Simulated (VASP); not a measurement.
Runs of VASP 6.6.1 on W. The structure is that of space group Fm-3m (No. 225), or close to it. The cells are those of the table. 

```csv
task,cell,k mesh,cutoff (eV),gap on the mesh (eV),pressure (GPa)
single point,"a = 2.926 Å, angles 60.0°, 1 atom",15 × 15 × 15,520,none,-8.3
single point,"a = 2.808 Å, angles 60.0°, 1 atom",15 × 15 × 15,520,none,(c)
single point,"a = 2.888 Å, angles 60.0°, 1 atom",15 × 15 × 15,520,none,1.1
single point,"a = 2.963 Å, angles 60.0°, 1 atom",15 × 15 × 15,520,none,-15.9
single point,"a = 2.999 Å, angles 60.0°, 1 atom",15 × 15 × 15,520,none,-22.1
single point,"a = 2.888 Å, angles 60.0°, 1 atom",22 × 22 × 22,520,none,(a)
relaxation of cell and atoms,"relaxed from a = 2.819 Å, angles 60.0°, 1 atom",14 × 14 × 14,600,none,0.0
single point,"a = 2.767 Å, angles 60.0°, 1 atom",15 × 15 × 15,520,none,44.8
single point,"a = 2.888 Å, angles 60.0°, 1 atom",14 × 14 × 14,520,none,1.4
single point,"a = 2.849 Å, angles 60.0°, 1 atom",15 × 15 × 15,520,none,(b)
```

Alike in all rows: level BLYP; potentials or basis VASP PAW PBE potentials, release 64 (W_sv); no spin polarisation; smearing fermi-dirac 0.1 eV.

**Question.** Estimate the missing entries.

**Answer.** (a) 1.2; (b) 12.7; (c) 27.0.

Caveats: the PAW data sets were made with another functional, which shifts forces and pressure a little; spin-orbit coupling is left out, which moves the levels of the heavy elements.

A k mesh can miss the band edges, and the runs leave out spin-orbit coupling on W.

A gap of «none» marks levels without a gap at the run's occupations.
